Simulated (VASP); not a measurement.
# BN (Fmm2) in VASP: vibrations by perturbation theory with PBE

Aim: the vibrations by perturbation theory of BN with PBE.

Program: VASP 6.6.1. These are calculated values, not measurements. Logs are shortened: lines on timing, memory, paths and dates and some standing lists are left out, and cuts for length are marked.

## 1. The cell of the first run

The structure is orthorhombic, space group Fmm2 (No. 42). Conventional cell: a = 2.512 Å, b = 8.613 Å, c = 4.351 Å, α = 90.00°, β = 90.00°, γ = 90.00°. Within 1.9 Å of B (site symmetry mm2) lie 3 N at 1.45 Å. Within 1.9 Å of N (site symmetry mm2) lie 3 B at 1.45 Å.

## 2. Vibrations by perturbation theory, PBE

File INCAR:

```
PREC = Accurate
ENCUT = 520
EDIFF = 1E-8
ISMEAR = 0
SIGMA = 0.01
LREAL = False
LASPH = True
NELM = 80
ALGO = Normal
ISIF = 2
LWAVE = False
LCHARG = False
GGA = PE
IBRION = 8
NSW = 1
LEPSILON = True
```

File KPOINTS:

```
regular mesh
0
Gamma
  12 12 12
```

File POSCAR:

```
BN
1.0
    0.0000000000      4.3064692998      2.1754626848
    1.2561058755      0.0000000000      2.1754626848
    1.2561058755      4.3064692998      0.0000000000
B N
1 1
Direct
    0.0000229540      0.0000229540      0.9999770460
    0.6666770360      0.6666770360      0.3333229640
```

Potentials or basis: VASP PAW PBE potentials, release 64 (B, N).

Run with:

```console
> cat potpaw_PBE.64/B/POTCAR potpaw_PBE.64/N/POTCAR > POTCAR
> mpirun -np 1 vasp_std > vasp.out
```

OUTCAR:

```text
PREC = Accurate
   ENCUT = 520
   EDIFF = 1E-8
   ISMEAR = 0
   LREAL = False
   LASPH = True
   NELM = 80
   ISIF = 2
   GGA = PE
   IBRION = 8
   NSW = 1
   LEPSILON = True

 ion  position               nearest neighbor table
   1  0.000  0.000  1.000-   2 1.45   2 1.45   2 1.45
   2  0.667  0.667  0.333-   1 1.45   1 1.45   1 1.45

  LATTYP: Found a face centered orthorhombic cell.
 ALAT       =     2.5122117510
 B/A-ratio  =     1.7319102850
 C/A-ratio  =     3.4284285933

  Lattice vectors:

 A1 = (   0.0000000000,   4.3064692998,   2.1754626848)
 A2 = (  -1.2561058755,   4.3064692998,   0.0000000000)
 A3 = (  -1.2561058755,   0.0000000000,   2.1754626848)

Analysis of symmetry for initial positions (statically):
=====================================================================
 Subroutine PRICEL returns:
 Original cell was already a primitive cell.

 Routine SETGRP: Setting up the symmetry group for a
 face centered orthorhombic supercell.

 Subroutine GETGRP returns: Found  4 space group operations
 (whereof  4 operations were pure point group operations)
 out of a pool of  8 trial point group operations.

The static configuration has the point symmetry C_2v.

Analysis of symmetry for dynamics (positions and initial velocities):
=====================================================================
 Subroutine PRICEL returns:
 Original cell was already a primitive cell.

 Routine SETGRP: Setting up the symmetry group for a
 face centered orthorhombic supercell.

 Subroutine GETGRP returns: Found  4 space group operations
 (whereof  4 operations were pure point group operations)
 out of a pool of  8 trial point group operations.

The dynamic configuration has the point symmetry C_2v.

 Subroutine INISYM returns: Found  4 space group operations
 (whereof  4 operations are pure point group operations),
 and found     1 'primitive' translations

----------------------------------------------------------------------------------------

                                     Primitive cell

  volume of cell :      23.5358

  direct lattice vectors                    reciprocal lattice vectors
     0.000000000  4.306469300  2.175462685    -0.398055618  0.116104392  0.229836165
     1.256105876  0.000000000  2.175462685     0.398055618 -0.116104392  0.229836165
     1.256105876  4.306469300  0.000000000     0.398055618  0.116104392 -0.229836165

  length of vectors
     4.824760691  2.512058889  4.485920173     0.474081393  0.474081393  0.474081393

  position of ions in fractional coordinates (direct lattice)
     0.000022954  0.000022954  0.999977046
     0.666677036  0.666677036  0.333322964

  ion indices of the primitive-cell ions
   primitive index   ion index
                 1           1
                 2           2

----------------------------------------------------------------------------------------

 KPOINTS: regular mesh

Automatic generation of k-mesh.
 Grid dimensions read from file:
 generate k-points for:   12   12   12

 Generating k-lattice:

  Cartesian coordinates                     Fractional coordinates (reciprocal lattice)
    -0.033171301  0.009675366  0.019153014     0.083333333  0.000000000  0.000000000
[... 412 lines left out ...]
  ---------------------------------------------------
  ---------------------------------------------------
  free energy    TOTEN  =        -0.20388308 eV

  energy without entropy =       -0.20388308

------------------------ aborting loop because EDIFF is reached ----------------------------------------

--------------------------------------- Ionic step        2  -------------------------------------------

------------------------ aborting loop because EDIFF is reached ----------------------------------------

--------------------------------------- Ionic step        3  -------------------------------------------

------------------------ aborting loop because EDIFF is reached ----------------------------------------

 PIEZOELECTRIC TENSOR FIELD DIRECTION 3  (e Angst)
 -----------------------------------------------------------------------------
    -1.26836  0.00000  0.00000           ( -0.00379  0.00000  0.00000)
     0.00000 -0.00281  0.00000           (  0.00000 -0.00002  0.00000)
     0.00000  0.00000  1.27131           (  0.00000  0.00000  0.00375)

 PIEZOELECTRIC TENSOR FIELD DIRECTION 3  (C/m^2)
 -----------------------------------------------------------------------------
    -0.86342  0.00000  0.00000
     0.00000 -0.00191  0.00000
     0.00000  0.00000  0.86543

--------------------------------------- Ionic step        4  -------------------------------------------
[... 17 lines left out ...]
------------------------ aborting loop because EDIFF is reached ----------------------------------------

--------------------------------------- Ionic step        9  -------------------------------------------

 Free energy of the ion-electron system (eV)
  ---------------------------------------------------
  ---------------------------------------------------
  free energy    TOTEN  =        -0.23658901 eV

  energy without entropy =       -0.23658901

------------------------ aborting loop because EDIFF is reached ----------------------------------------

 INTERNAL STRAIN TENSOR  FOR ION    2  DIRECTION 3   (eV/Angst):
 -----------------------------------------------------------------------------
   -11.78522  0.00000  0.00000
     0.00000  0.01334  0.00000
     0.00000  0.00000 11.77569

 MACROSCOPIC STATIC DIELECTRIC TENSOR (including local field effects in DFT)
 ------------------------------------------------------
           3.933041     0.000000     0.000000
           0.000000     1.938846     0.000000
           0.000000     0.000000     3.934798
 ------------------------------------------------------

 PIEZOELECTRIC TENSOR (including local field effects)  for field in x, y, z        (e  Angst)
          XX          YY          ZZ          XY          YZ          ZX
  --------------------------------------------------------------------------------
  x     0.00000     0.00000     0.00000     0.00000     0.00000    -1.26916
  y     0.00000     0.00000     0.00000     0.00000    -0.00446     0.00000
  z    -1.26836    -0.00281     1.27131     0.00000     0.00000     0.00000

 PIEZOELECTRIC TENSOR (including local field effects)  for field in x, y, z        (C/m^2)
          XX          YY          ZZ          XY          YZ          ZX
  --------------------------------------------------------------------------------
  x     0.00000     0.00000     0.00000     0.00000     0.00000    -0.86397
  y     0.00000     0.00000     0.00000     0.00000    -0.00303     0.00000
  z    -0.86342    -0.00191     0.86543     0.00000     0.00000     0.00000

 BORN EFFECTIVE CHARGES (including local field effects) (in |e|, cummulative output)
 ---------------------------------------------------------------------------------
 ion    1
    1     2.71226     0.00000     0.00000
    2     0.00000     0.46855     0.00000
    3     0.00000     0.00000     2.71258
 ion    2
    1    -2.71226     0.00000     0.00000
    2     0.00000    -0.46855     0.00000
    3     0.00000     0.00000    -2.71258

 INTERNAL STRAIN TENSOR FOR ION    2 for displacements in x,y,z  (eV/Angst):
          X           Y           Z          XY          YZ          ZX
  --------------------------------------------------------------------------------
  x     0.00000     0.00000     0.00000     0.00000     0.00000   -11.86066
  y     0.00000     0.00000     0.00000     0.00000     0.00911     0.00000
  z   -11.78522     0.01334    11.77569     0.00000     0.00000     0.00000

 SECOND DERIVATIVES (NOT SYMMETRIZED)
 ------------------------------------
               1X          1Y          1Z          2X          2Y          2Z
  1X   -40.297979    0.000000    0.000000   40.297979    0.000000    0.000000
  1Y     0.000000  -13.571345    0.000000    0.000000   13.571345    0.000000
  1Z     0.000000    0.000000  -40.309778    0.000000    0.000000   40.309778
  2X    40.299324    0.000000    0.000000  -40.299324    0.000000    0.000000
  2Y     0.000000   13.561636    0.000000    0.000000  -13.561636    0.000000
  2Z     0.000000    0.000000   40.297510    0.000000    0.000000  -40.297510

 Eigenvectors and eigenvalues of the dynamical matrix
 ----------------------------------------------------

   1 f  =   40.183296 THz   252.479096 2PiTHz 1340.370483 cm-1   166.184685 meV
             X         Y         Z           dx          dy          dz
      1.256106  4.306469  0.000100     0.000000    0.000000   -0.751238
      1.256106  4.306469  2.900662     0.000000   -0.000000    0.660032
[... 21 lines left out ...]
   6 f/i=    0.004136 THz     0.025989 2PiTHz    0.137972 cm-1     0.017106 meV
             X         Y         Z           dx          dy          dz
      1.256106  4.306469  0.000100     0.000000   -0.659955    0.000000
      1.256106  4.306469  2.900662     0.000000   -0.751305    0.000000

--------------------------------------------------------------------------------------------------------

 MACROSCOPIC STATIC DIELECTRIC TENSOR IONIC CONTRIBUTION
 ------------------------------------------------------
           1.403489     0.000000     0.000000
           0.000000     0.124418    -0.000000
           0.000000    -0.000000     1.403651
 ------------------------------------------------------

 ELASTIC MODULI CONTR FROM IONIC RELAXATION (kBar)
 Direction    XX          YY          ZZ          XY          YZ          ZX
 --------------------------------------------------------------------------------
 XX        -234.1930      0.2618    234.0034      0.0000     -0.0000      0.0000
 YY           0.2618     -0.0003     -0.2616      0.0000      0.0000      0.0000
 ZZ         234.0034     -0.2616   -233.8139      0.0000      0.0000      0.0000
 XY           0.0000      0.0000      0.0000      0.0000      0.0000      0.0000
 YZ          -0.0000      0.0000      0.0000      0.0000     -0.0006      0.0000
 ZX           0.0000      0.0000      0.0000      0.0000      0.0000   -251.8415
 --------------------------------------------------------------------------------

 PIEZOELECTRIC TENSOR IONIC CONTR  for field in x, y, z        (C/m^2)
          XX          YY          ZZ          XY          YZ          ZX
  --------------------------------------------------------------------------------
  x     0.00000     0.00000     0.00000     0.00000     0.00000     0.55942
  y    -0.00000     0.00000     0.00000     0.00000    -0.00027     0.00000
  z     0.53950    -0.00060    -0.53906     0.00000     0.00000     0.00000
```

Run time: 8.7 min. Hardware: 1 thread of Intel Xeon 6975P-C (Granite Rapids), shared host; peak memory 0.44 GiB.

What came out:

```
Electronic dielectric tensor (diagonal)                 : 3.93, 1.94, 3.93
Born charges (mean of the diagonal)                     : B +1.96; N -1.96 e
Highest phonon frequency at Γ, LO-TO splitting left out : 1340 cm⁻¹
```

Phonon frequencies in cm⁻¹ (negative: imaginary):
```csv
q point,frequencies
"(0.000, 0.000, 0.000)",0 0 0 778 1340 1340
```

Electronic dielectric tensor:
```
3.93 0.00 0.00
0.00 1.94 0.00
0.00 0.00 3.93
```

Born effective charge tensors (e):
atom 1, B
```
2.71 0.00 0.00
0.00 0.47 0.00
0.00 0.00 2.71
```
atom 2, N
```
-2.71  0.00  0.00
 0.00 -0.47  0.00
 0.00  0.00 -2.71
```
